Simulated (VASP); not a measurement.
# Al8N in VASP: relaxation of the atoms with PBE

Aim: the relaxation of the atoms of Al8N with PBE.

Everything below comes from runs of VASP 6.6.1. Logs are shortened: lines on timing, memory, paths and dates and some standing lists are left out, and cuts for length are marked.

## (1) The cell of the first run

The cell holds a slab with vacuum, 9 atoms: a = 2.854 Å, b = 2.854 Å, c = 31.975 Å, α = 90.00°, β = 90.00°, γ = 120.00°.

## (2) Relaxation of the atoms, PBE

File INCAR:

```
SYSTEM = Al8N
ALGO = Normal
DIPOL = 0.5 0.5 0.414
EDIFF = 1E-6
EDIFFG = -0.025
ENCUT = 520
GGA = PE
IBRION = 2
IDIPOL = 3
ISIF = 2
ISMEAR = 0
LASPH = .True.
LCHARG = .False.
LDIPOL = .True.
LREAL = .False.
LWAVE = .False.
NELM = 100
NSW = 36
PREC = Accurate
SIGMA = 0.1
```

File KPOINTS:

```
k-points
0
Gamma
  9 9 1
  0 0 0
```

File POSCAR:

```
Al8N
1.0
    2.8535431553      0.0000000000      0.0000000000
   -1.4267715776      2.4712408633      0.0000000000
    0.0000000000      0.0000000000     31.9749291745
Al N
8 1
Selective dynamics
Direct
    0.3333333333      0.6666666667      0.1250980097  F F F
    0.0000000000      0.0000000000      0.1984481219  F F F
    0.6666666667      0.3333333333      0.2717982342  F F F
    0.0000000000      0.0000000000      0.3451483464  F F F
    0.3333333333      0.6666666667      0.4179223923  F F F
    0.0000000000      0.0000000000      0.4916598226  F F F
    0.6666666667      0.3333333333      0.5654146322  F F F
    0.0000000000      0.0000000000      0.6403432221  F F F
    0.0000000000      0.5000000000      0.6742469579  F F T
```

Potentials or basis: VASP PAW PBE potentials, release 64 (Al, N).

Started as:

```
$ cat potpaw_PBE.64/Al/POTCAR potpaw_PBE.64/N/POTCAR > POTCAR
$ mpirun -np 1 vasp_std > vasp.out
```

OUTCAR:

```text
SYSTEM = Al8N
   EDIFF = 1E-6
   EDIFFG = -0.025
   ENCUT = 520
   GGA = PE
   IBRION = 2
   ISIF = 2
   ISMEAR = 0
   LASPH = .True.
   LREAL = .False.
   NELM = 100
   NSW = 36
   PREC = Accurate

 ion  position               nearest neighbor table
   1  0.333  0.667  0.125-   2 2.87   2 2.87   2 2.87
   2  0.000  0.000  0.198-   1 2.87   1 2.87   1 2.87   3 2.87   3 2.87   3 2.87
   3  0.667  0.333  0.272-   4 2.87   4 2.87   4 2.87   2 2.87   2 2.87   2 2.87
   4  0.000  0.000  0.345-   5 2.85   5 2.85   5 2.85   3 2.87   3 2.87   3 2.87
   5  0.333  0.667  0.418-   4 2.85   4 2.85   4 2.85   6 2.88   6 2.88   6 2.88
   6  0.000  0.000  0.492-   5 2.88   5 2.88   5 2.88   7 2.88   7 2.88   7 2.88
   7  0.667  0.333  0.565-   6 2.88   6 2.88   6 2.88   8 2.91   8 2.91   8 2.91
   8  0.000  0.000  0.640-   9 1.79   9 1.79   7 2.91   7 2.91   7 2.91
   9  0.000  0.500  0.674-   8 1.79   8 1.79

  LATTYP: Found a hexagonal cell.
 ALAT       =     2.8535431553
 C/A-ratio  =    11.2053427736

  Lattice vectors:

 A1 = (   2.8535431553,   0.0000000000,   0.0000000000)
 A2 = (  -1.4267715776,   2.4712408633,   0.0000000000)
 A3 = (   0.0000000000,   0.0000000000,  31.9749291745)

Analysis of symmetry for initial positions (statically):
=====================================================================
 Subroutine PRICEL returns:
 Original cell was already a primitive cell.

 Routine SETGRP: Setting up the symmetry group for a
 hexagonal supercell.

 Subroutine GETGRP returns: Found  2 space group operations
 (whereof  2 operations were pure point group operations)
 out of a pool of 24 trial point group operations.

The static configuration has the point symmetry C_1h.

Analysis of symmetry for dynamics (positions and initial velocities):
=====================================================================
 Subroutine PRICEL returns:
 Original cell was already a primitive cell.

 Routine SETGRP: Setting up the symmetry group for a
 hexagonal supercell.

 Subroutine GETGRP returns: Found  2 space group operations
 (whereof  2 operations were pure point group operations)
 out of a pool of 24 trial point group operations.

The dynamic configuration has the point symmetry C_1h.

Analysis of constrained symmetry for selective dynamics:
=====================================================================
 Subroutine PRICEL returns:
 Original cell was already a primitive cell.

 Routine SETGRP: Setting up the symmetry group for a
 hexagonal supercell.
[... 135 lines left out ...]
   IALGO  =     38    algorithm
   IMIX   =      4    mixing-type and parameters
     AMIX     =   0.40;   BMIX     =  1.00
     AMIX_MAG =   1.60;   BMIX_MAG =  1.00
  volume/ion in A,a.u.               =      25.05       169.07
  Fermi-wavevector in a.u.,A,eV,Ry     =   0.826363  1.561601  9.291101  0.682877
  Thomas-Fermi vector in A             =   1.938382
   LORBIT       =      0    0 simple, 1 ext, 2 COOP (PROOUT), +10 PAW based schemes
   GGA     = PE    functional components
   LHFCALC =     F    Hartree Fock is set to
   AEXX    =    0.0000 exact exchange contribution
   IVDW    =     0    specifies the selected vdW correction
   LEPSILON=     F    determine dielectric tensor
   LRPA    =     F    only Hartree local field effects (RPA)
 conjugate gradient relaxation of ions
 non-spin polarized calculation
 Gauss-broadening in eV      SIGMA  =   0.10
  energy-cutoff  :      520.00
  volume of cell :      225.48
 maximum number of plane-waves:      6109
 NGX is ok and might be reduce to    24
   NGX = 11   NGY = 11   NGZ =119

 dipolmoment           0.000000      0.000000     -0.024583 electrons x Angstroem

--------------------------------------- Ionic step        1  -------------------------------------------

 number of electron      28.9999999 magnetization

 Free energy of the ion-electron system (eV)
  ---------------------------------------------------
  ext. energy  EPLUGINS =         0.00000000
  ---------------------------------------------------
  free energy    TOTEN  =       -36.18469444 eV

  energy without entropy =      -36.15820517  energy(sigma->0) =      -36.17144980

------------------------ aborting loop because EDIFF is reached ----------------------------------------

  FORCE on cell =-STRESS in cart. coord.  units (eV):
  Direction    XX          YY          ZZ          XY          YZ          ZX
  --------------------------------------------------------------------------------------
  -------------------------------------------------------------------------------------
  Total        0.6438260      3.6148825     -0.4416313     -2.5730104      0.1115306      0.1931766
  in kB        4.5747774     25.6859510     -3.1380605    -18.2828126      0.7924928      1.3726378
  external PRESSURE =       9.0408893 kB  Pullay stress =       0.0000000 kB
[... 116 lines left out ...]
--------------------------------------- Ionic step        4  -------------------------------------------

 number of electron      28.9999999 magnetization

 dipolmoment           0.000000      0.000000      0.150633 electrons x Angstroem

 Free energy of the ion-electron system (eV)
  ---------------------------------------------------
  ext. energy  EPLUGINS =         0.00000000
  ---------------------------------------------------
  free energy    TOTEN  =       -36.27837380 eV

  energy without entropy =      -36.25761324  energy(sigma->0) =      -36.26799352

 E-fermi :   2.3007     XC(G=0):  -6.7916

 val. band max:        2.2899853014   @ k =  -0.2222  -0.4444   0.0000
 cond. band min:       2.3867917372   @ k =   0.3333   0.2222   0.0000
 fundamental gap:      0.0968064358
 Fermi energy:         2.3007263797

 k-point     1 :       0.0000    0.0000    0.0000
  band No.  band energies     occupation
      1     -12.5651      2.00000
      2      -8.7395      2.00000
      3      -8.3762      2.00000
      4      -7.8483      2.00000
      5      -7.0614      2.00000
      6      -6.1289      2.00000
[... 505 lines left out ...]
      6      -1.5238      2.00000
[... 11 lines left out ...]
     18       2.4307      0.06614
     19       2.8676      0.00000

 [... further k-points ...]

------------------------ aborting loop because EDIFF is reached ----------------------------------------

 vacuum level on the upper side and lower side of the slab       (xc-potential included)         1.844        -1.926

  FORCE on cell =-STRESS in cart. coord.  units (eV):
  Direction    XX          YY          ZZ          XY          YZ          ZX
  --------------------------------------------------------------------------------------
  -------------------------------------------------------------------------------------
  Total        1.5519750      6.3791363      1.5161656     -4.1804443      0.0686548      0.1189137
  in kB       11.0277318     45.3276652     10.7732843    -29.7046137      0.4878346      0.8449543
  external PRESSURE =      22.3762271 kB  Pullay stress =       0.0000000 kB
[... 24 lines left out ...]
  FREE ENERGIE OF THE ION-ELECTRON SYSTEM (eV)
  ---------------------------------------------------
  free  energy   TOTEN  =       -36.2783738019 eV

  energy  without entropy=      -36.2576132439  energy(sigma->0) =      -36.26799352

 reached required accuracy - stopping structural energy minimisation

 vacuum level on the upper side and lower side of the slab        10.243         6.404
```

OSZICAR:

```text
N       E                     dE             d eps       ncg     rms          rms(c)
DAV:   1     0.107807665277E+03    0.10781E+03   -0.10342E+04   950   0.116E+03
DAV:   2    -0.232974732955E+02   -0.13111E+03   -0.12652E+03  1300   0.190E+02
[... 101 lines left out ...]
DAV:   4    -0.362785143804E+02    0.28710E-02   -0.29414E-02  1256   0.722E-01    0.604E-02
DAV:   5    -0.362785470249E+02   -0.32644E-04   -0.35799E-03  1261   0.252E-01    0.753E-02
DAV:   6    -0.362783927316E+02    0.15429E-03   -0.56960E-04  1249   0.109E-01    0.308E-02
DAV:   7    -0.362783719981E+02    0.20733E-04   -0.87575E-05  1313   0.470E-02    0.768E-03
DAV:   8    -0.362783746907E+02   -0.26926E-05   -0.23009E-05  1292   0.264E-02    0.103E-02
DAV:   9    -0.362783738019E+02    0.88875E-06   -0.48264E-06   870   0.123E-02
   4 F= -.36278374E+02 E0= -.36267994E+02  d E =-.936794E-01
```

Wall time 32 min (1 thread of Intel Xeon 8259CL, shared host); peak memory 0.43 GiB.

Results:

| Item | Value |
| --- | --- |
| Free energy | -36.2784 eV |
| Energy gained by relaxing | 10.4 meV/atom |
| Ionic steps | 4 |

The path:
```
step  energy change (eV)  largest force on free atoms (eV/Å)  pressure (GPa)
   1              0.0000                              1.3659            0.90
   2             -0.0697                              0.7228            1.54
   3             -0.0936                              0.0506            2.18
   4             -0.0937                              0.0049            2.24
```

Final structure:
```cif
data_structure
_symmetry_space_group_name_H-M 'P 1'
_symmetry_Int_Tables_number 1
_cell_length_a 2.8535
_cell_length_b 2.8535
_cell_length_c 31.9749
_cell_angle_alpha 90.000
_cell_angle_beta 90.000
_cell_angle_gamma 120.000
_cell_volume 225.48
loop_
_atom_site_label
_atom_site_type_symbol
_atom_site_fract_x
_atom_site_fract_y
_atom_site_fract_z
_atom_site_occupancy
Al1 Al 0.33333 0.66667 0.12510 1
Al2 Al 0.00000 0.00000 0.19845 1
Al3 Al 0.66667 0.33333 0.27180 1
Al4 Al 0.00000 0.00000 0.34515 1
Al5 Al 0.33333 0.66667 0.41792 1
Al6 Al 0.00000 0.00000 0.49166 1
Al7 Al 0.66667 0.33333 0.56541 1
Al8 Al 0.00000 0.00000 0.64034 1
N1 N 0.00000 0.50000 0.67017 1
```

Caveat: the highest band is partly filled, so the run has too few bands.
